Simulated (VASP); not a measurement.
# KF in VASP: notebook

Aim: see how the results for KF move with the level of theory and the settings. Levels: HSE06, PBE0, PBE. Tasks: single point, relaxation of the atoms.

All numbers are computed with VASP 6.6.1; they aren't measurements. Logs are shortened: lines on timing, memory, paths and dates and some standing lists are left out, and cuts for length are marked.

## (1) The cell of the first run

Symmetry: Fm-3m, No. 225, cubic system. Conventional cell: a = 5.308 Å, b = 5.308 Å, c = 5.308 Å, α = 90.00°, β = 90.00°, γ = 90.00°. Within 3.5 Å of K (site symmetry m-3m) lie 6 F at 2.65 Å. Within 3.5 Å of F (site symmetry m-3m) lie 6 K at 2.65 Å.

## (2) Single point, HSE06

File POSCAR:

```
KF
1.0
    0.0000000000      2.6539175805      2.6539175805
    2.6539175805      0.0000000000      2.6539175805
    2.6539175805      2.6539175805      0.0000000000
K F
1 1
Direct
    0.0000000000      0.0000000000      0.0000000000
    0.5000000000      0.5000000000      0.5000000000
```

File INCAR.step1:

```
PREC = Accurate ; ENCUT = 520
EDIFF = 1E-5 ; ISMEAR = -1
SIGMA = 0.05 ; LREAL = False
LASPH = True ; NELM = 100
ALGO = Normal ; ISIF = 2
LWAVE = True ; NBANDS = 15
GGA = PE
```

File INCAR.step2:

```
PREC = Accurate ; ENCUT = 520
EDIFF = 1E-6 ; ISMEAR = -1
SIGMA = 0.05 ; LREAL = False
LASPH = True ; NELM = 100
ALGO = Normal ; ISIF = 2
LWAVE = False ; LCHARG = True
GGA = PE ; LHFCALC = True
HFSCREEN = 0.2079 ; PRECFOCK = Normal
LELF = True ; LVHAR = True
NBANDS = 15 ; ISTART = 1
```

File KPOINTS:

```
regular mesh
0
Gamma
  6 6 6
```

Potentials or basis: VASP PAW PBE potentials, release 64 (K_sv, F).

On the command line:

```
$ cat potpaw_PBE.64/K_sv/POTCAR potpaw_PBE.64/F/POTCAR > POTCAR
$ cp INCAR.step1 INCAR
$ mpirun -np 1 vasp_std > vasp.out
$ cp INCAR.step2 INCAR
$ mpirun -np 1 vasp_std > vasp.out
```

OUTCAR:

```text
PREC = Accurate
   ENCUT = 520
   EDIFF = 1E-6
   ISMEAR = -1
   LREAL = False
   LASPH = True
   NELM = 100
   ISIF = 2
   GGA = PE
   LHFCALC = True
   HFSCREEN = 0.2079
   PRECFOCK = Normal
   ISTART = 1

 ion  position               nearest neighbor table
   1  0.000  0.000  0.000-   2 2.65   2 2.65   2 2.65   2 2.65   2 2.65   2 2.65
   2  0.500  0.500  0.500-   1 2.65   1 2.65   1 2.65   1 2.65   1 2.65   1 2.65

  LATTYP: Found a face centered cubic cell.
 ALAT       =     5.3078351610

  Lattice vectors:

 A1 = (   0.0000000000,   2.6539175805,   2.6539175805)
 A2 = (   2.6539175805,   0.0000000000,   2.6539175805)
 A3 = (   2.6539175805,   2.6539175805,   0.0000000000)

Analysis of symmetry for initial positions (statically):
=====================================================================
 Subroutine PRICEL returns:
 Original cell was already a primitive cell.

 Routine SETGRP: Setting up the symmetry group for a
 face centered cubic supercell.

 Subroutine GETGRP returns: Found 48 space group operations
 (whereof 48 operations were pure point group operations)
 out of a pool of 48 trial point group operations.

The static configuration has the point symmetry O_h .

Analysis of symmetry for dynamics (positions and initial velocities):
=====================================================================
 Subroutine PRICEL returns:
 Original cell was already a primitive cell.

 Routine SETGRP: Setting up the symmetry group for a
 face centered cubic supercell.

 Subroutine GETGRP returns: Found 48 space group operations
 (whereof 48 operations were pure point group operations)
 out of a pool of 48 trial point group operations.

The dynamic configuration has the point symmetry O_h .

 Subroutine INISYM returns: Found 48 space group operations
 (whereof 48 operations are pure point group operations),
 and found     1 'primitive' translations

----------------------------------------------------------------------------------------

                                     Primitive cell

  volume of cell :      37.3846

  direct lattice vectors                    reciprocal lattice vectors
     0.000000000  2.653917580  2.653917580    -0.188400726  0.188400726  0.188400726
     2.653917580  0.000000000  2.653917580     0.188400726 -0.188400726  0.188400726
     2.653917580  2.653917580  0.000000000     0.188400726  0.188400726 -0.188400726
[... 91 lines left out ...]
   EFERMI_NEDOS =   21; number of points for ismear=-14 and -15
   IALGO  =     38    algorithm
   IMIX   =      1    mixing-type and parameters
     AMIX     =   0.40;   BMIX     =  1.00
     AMIX_MAG =   1.60;   BMIX_MAG =  1.00
  volume/ion in A,a.u.               =      18.69       126.14
  Fermi-wavevector in a.u.,A,eV,Ry     =   1.233722  2.331397 20.709027  1.522071
  Thomas-Fermi vector in A             =   2.368441
   LORBIT       =      0    0 simple, 1 ext, 2 COOP (PROOUT), +10 PAW based schemes
   GGA     = PE    functional components
   LHFCALC =     T    Hartree Fock is set to
   PRECFOCK=normal    Normal, Fast or Accurate (Low or Medium for compatibility)
   ENCUT4O =  -1.0   cutoff for four orbital integrals eV
   NKREDX  =     1    reduce k-point grid by
   NKREDY  =     1    reduce k-point grid by
   NKREDZ  =     1    reduce k-point grid by
   AEXX    =    0.2500 exact exchange contribution
   HFSCREEN=    0.2079 screening length (either q_TF or 0.3 A-1)
   HFSCREENC=   0.2079 screening length for correlation (either q_TF or 0.3 A-1)
   ENCUTFOCK=  -1.0 apply spherical cutoff to Coloumb kernel
   IVDW    =     0    specifies the selected vdW correction
   LEPSILON=     F    determine dielectric tensor
   LRPA    =     F    only Hartree local field effects (RPA)
 non-spin polarized calculation
  energy-cutoff  :      520.00
  volume of cell :       37.38
 maximum number of plane-waves:      1018
  NGX = 24; NGY = 24; NGZ = 24

 number of electron      16.0000012 magnetization

 Free energy of the ion-electron system (eV)
  ---------------------------------------------------
  ext. energy  EPLUGINS =         0.00000000
  ---------------------------------------------------
  free energy    TOTEN  =        -9.96002363 eV

  energy without entropy =       -9.96002363  energy(sigma->0) =       -9.96002363

 E-fermi :  -3.1300     XC(G=0):  -7.0142

 val. band max:       -4.3411359919   @ k =   0.0000   0.0000   0.0000
 cond. band min:       3.9356422613   @ k =   0.0000   0.0000   0.0000
 fundamental gap:      8.2767782532
 Fermi energy:        -3.1300197607

 k-point     1 :       0.0000    0.0000    0.0000
  band No.  band energies     occupation
      1     -31.9263      2.00000
      2     -24.5514      2.00000
      3     -13.8024      2.00000
      4     -13.8024      2.00000
      5     -13.8024      2.00000
      6      -4.3411      2.00000
      7      -4.3411      2.00000
      8      -4.3411      2.00000
      9       3.9356      0.00000
     10       8.7328      0.00000
     11       8.7328      0.00000
     12       8.7328      0.00000
     13      10.5995      0.00000
     14      10.5995      0.00000
[... 257 lines left out ...]
      2     -24.5974      2.00000
      3     -14.3284      2.00000
      4     -14.1362      2.00000
      5     -13.9268      2.00000
      6      -4.6748      2.00000
      7      -4.5134      2.00000
      8      -4.4464      2.00000
      9       6.7876      0.00000
     10       8.5673      0.00000
     11       9.1002      0.00000
     12      11.9041      0.00000
     13      12.7183      0.00000
     14      13.3460      0.00000
     15      13.7208      0.00000

------------------------ aborting loop because EDIFF is reached ----------------------------------------

  FORCE on cell =-STRESS in cart. coord.  units (eV):
  Direction    XX          YY          ZZ          XY          YZ          ZX
  --------------------------------------------------------------------------------------
  -------------------------------------------------------------------------------------
  Total        0.3079420      0.3079420      0.3079420     -0.0000000     -0.0000000     -0.0000000
  in kB       13.1973652     13.1973652     13.1973652     -0.0000000     -0.0000000     -0.0000000
  external PRESSURE =      13.1973652 kB  Pullay stress =       0.0000000 kB

 VOLUME and BASIS-vectors are now :
 -----------------------------------------------------------------------------
  energy-cutoff  :      520.00
  volume of cell :       37.38
      direct lattice vectors                 reciprocal lattice vectors
     0.000000000  2.653917580  2.653917580    -0.188400726  0.188400726  0.188400726
     2.653917580  0.000000000  2.653917580     0.188400726 -0.188400726  0.188400726
     2.653917580  2.653917580  0.000000000     0.188400726  0.188400726 -0.188400726

 POSITION                                       TOTAL-FORCE (eV/Angst)
 -----------------------------------------------------------------------------------
      0.00000      0.00000      0.00000         0.000000      0.000000      0.000000
      2.65392      2.65392      2.65392         0.000000      0.000000     -0.000000
 -----------------------------------------------------------------------------------
    total drift:                               -0.000000     -0.000000     -0.000000

  FREE ENERGIE OF THE ION-ELECTRON SYSTEM (eV)
  ---------------------------------------------------
  free  energy   TOTEN  =        -9.9600236306 eV

  energy  without entropy=       -9.9600236306  energy(sigma->0) =       -9.96002363
```

OUTCAR.step1:

```text
PREC = Accurate
   ENCUT = 520
   EDIFF = 1E-5
   ISMEAR = -1
   LREAL = False
[... 498 lines left out ...]
      0.00000      0.00000      0.00000        -0.000000      0.000000     -0.000000
      2.65392      2.65392      2.65392         0.000000     -0.000000      0.000000
 -----------------------------------------------------------------------------------
    total drift:                                0.000000      0.000000      0.000000

  FREE ENERGIE OF THE ION-ELECTRON SYSTEM (eV)
  ---------------------------------------------------
  free  energy   TOTEN  =        -8.2806007326 eV

  energy  without entropy=       -8.2806007326  energy(sigma->0) =       -8.28060073
```

It took 30 min on 1 thread of AMD EPYC 7R13 (Zen 3), shared host; peak memory 0.25 GiB.

What came out:

```yaml
Free_energy: -9.9600 eV
Pressure: 1.3 GPa
Band_gap_on_the_k_mesh: 8.28 eV
```

Levels at points of the mesh, in eV from the valence-band top:
```tsv
k point	band 6	band 7	band 8	band 9	band 10	band 11
(0.00, 0.00, 0.00)	0.00	0.00	0.00	8.28	13.07	13.07
(0.50, 0.00, 0.00)	-0.81	-0.37	-0.37	11.30	12.82	14.65
(0.50, 0.50, 0.00)	-0.19	-0.05	-0.05	10.34	12.75	14.10
```

Caveat: the PAW data sets were made with another functional, which shifts forces and pressure a little.

## (3) Single point, PBE0

This run uses another cell than the first one, of 20.22 Å³/atom.

File POSCAR:

```
KF
1.0
    0.0000000000      2.7242525196      2.7242525196
    2.7242525196      0.0000000000      2.7242525196
    2.7242525196      2.7242525196      0.0000000000
K F
1 1
Direct
    0.0000000000      0.0000000000      0.0000000000
    0.5000000000      0.5000000000      0.5000000000
```

File INCAR.step1:

```
SYSTEM = KF
PREC = Accurate
ENCUT = 520
EDIFF = 1E-5
ISMEAR = -1
SIGMA = 0.05
LREAL = .False.
LASPH = .True.
NELM = 60
ALGO = Normal
ISIF = 2
LWAVE = .True.
LCHARG = .False.
NBANDS = 15
GGA = PE
```

File INCAR.step2:

```
SYSTEM = KF
PREC = Accurate
ENCUT = 520
EDIFF = 1E-6
ISMEAR = -1
SIGMA = 0.05
LREAL = .False.
LASPH = .True.
NELM = 60
ALGO = Normal
ISIF = 2
LWAVE = .False.
LCHARG = .False.
GGA = PE
LHFCALC = .True.
AEXX = 0.25
PRECFOCK = Normal
NBANDS = 15
ISTART = 1
```

File KPOINTS:

```
regular mesh
0
Gamma
  6 6 6
  0 0 0
```

Potentials or basis: VASP PAW PBE potentials, release 64 (K_sv, F).

On the command line:

```
$ cat potpaw_PBE.64/K_sv/POTCAR potpaw_PBE.64/F/POTCAR > POTCAR
$ cp INCAR.step1 INCAR
$ mpirun -np 1 vasp_std > vasp.out
$ cp INCAR.step2 INCAR
$ mpirun -np 1 vasp_std > vasp.out
```

OUTCAR:

```text
SYSTEM = KF
   PREC = Accurate
   ENCUT = 520
   EDIFF = 1E-6
   ISMEAR = -1
   LREAL = .False.
   LASPH = .True.
   NELM = 60
   ISIF = 2
   GGA = PE
   LHFCALC = .True.
   AEXX = 0.25
   PRECFOCK = Normal
   ISTART = 1

 ion  position               nearest neighbor table
   1  0.000  0.000  0.000-   2 2.72   2 2.72   2 2.72   2 2.72   2 2.72   2 2.72
   2  0.500  0.500  0.500-   1 2.72   1 2.72   1 2.72   1 2.72   1 2.72   1 2.72

  LATTYP: Found a face centered cubic cell.
 ALAT       =     5.4485050392
[... 476 lines left out ...]

  FORCE on cell =-STRESS in cart. coord.  units (eV):
  Direction    XX          YY          ZZ          XY          YZ          ZX
  --------------------------------------------------------------------------------------
  -------------------------------------------------------------------------------------
  Total       -0.3151697     -0.3151697     -0.3151697      0.0000000      0.0000000      0.0000000
  in kB      -12.4877149    -12.4877149    -12.4877149      0.0000000      0.0000000      0.0000000
  external PRESSURE =     -12.4877149 kB  Pullay stress =       0.0000000 kB

 VOLUME and BASIS-vectors are now :
 -----------------------------------------------------------------------------
  energy-cutoff  :      520.00
  volume of cell :       40.44
      direct lattice vectors                 reciprocal lattice vectors
     0.000000000  2.724252520  2.724252520    -0.183536583  0.183536583  0.183536583
     2.724252520  0.000000000  2.724252520     0.183536583 -0.183536583  0.183536583
     2.724252520  2.724252520  0.000000000     0.183536583  0.183536583 -0.183536583

 POSITION                                       TOTAL-FORCE (eV/Angst)
 -----------------------------------------------------------------------------------
      0.00000      0.00000      0.00000         0.000000      0.000000      0.000000
      2.72425      2.72425      2.72425        -0.000000      0.000000     -0.000000
 -----------------------------------------------------------------------------------
    total drift:                                0.000000      0.000000      0.000000

  FREE ENERGIE OF THE ION-ELECTRON SYSTEM (eV)
  ---------------------------------------------------
  free  energy   TOTEN  =       -10.4828700772 eV

  energy  without entropy=      -10.4828700770  energy(sigma->0) =      -10.48287008
```

Wall time 31 min (1 thread of Intel Xeon 8259CL, shared host); peak memory 0.2 GiB.

What came out:

* Free energy: -10.4829 eV
* Pressure: -1.2 GPa
* Band gap on the k mesh: 8.62 eV

Levels at points of the mesh, in eV from the valence-band top:
| k point | band 5 | band 6 | band 7 | band 8 | band 9 | band 10 | band 11 | band 12 |
| --- | --- | --- | --- | --- | --- | --- | --- | --- |
| (0.00, 0.00, 0.00) | -9.75 | 0.00 | 0.00 | 0.00 | 8.62 | 13.63 | 13.63 | 13.63 |
| (0.50, 0.00, 0.00) | -9.78 | -0.73 | -0.31 | -0.31 | 11.73 | 13.00 | 15.05 | 15.05 |
| (0.50, 0.50, 0.00) | -9.94 | -0.23 | -0.07 | -0.07 | 11.03 | 13.06 | 14.22 | 16.72 |

Caveat: the PAW data sets were made with another functional, which shifts forces and pressure a little.

## (4) Single point, PBE

This run uses another cell than the first one, of 19.84 Å³/atom.

File INCAR:

```
SYSTEM = KF
ALGO = Normal
EDIFF = 1E-6
ENCUT = 520
GGA = PE
ISIF = 2
ISMEAR = -1
LASPH = .True.
LCHARG = .False.
LREAL = .False.
LWAVE = .False.
NBANDS = 15
NELM = 80
PREC = Accurate
SIGMA = 0.05
```

File KPOINTS:

```
k-points
0
Gamma
  9 9 9
  0 0 0
```

File POSCAR:

```
KF
1.0
    0.0000000000      2.6718500000      2.6718500000
    2.7787240000      0.0000000000      2.6718500000
    2.7787240000      2.6718500000      0.0000000000
K F
1 1
Direct
    0.0000000000      0.0000000000      0.0000000000
    0.5000000000      0.5000000000      0.5000000000
```

On the command line:

```
$ cat potpaw_PBE.64/K_sv/POTCAR potpaw_PBE.64/F/POTCAR > POTCAR
$ mpirun -np 1 vasp_std > vasp.out
```

It took 42 s on 1 thread of Intel Xeon Platinum 8259CL at 2.50GHz (Skylake/Cascade Lake), shared host; peak memory 0.19 GiB.

Results (log left out):

- Free energy: -8.2933 eV
- Pressure: 0.2 GPa
- Band gap on the k mesh: 5.94 eV

Stress tensor (GPa, compression positive):
```
-0.92  0.00  0.00
 0.00  0.82  0.00
 0.00  0.00  0.82
```

Levels at points of the mesh, in eV from the valence-band top:
```tsv
k point	band 4	band 5	band 6	band 7	band 8	band 9	band 10	band 11	band 12	band 13
(0.00, 0.00, 0.00)	-9.53	-9.53	-0.04	0.00	0.00	5.94	10.42	10.63	10.63	12.00
```

[end of part 1 of 2]
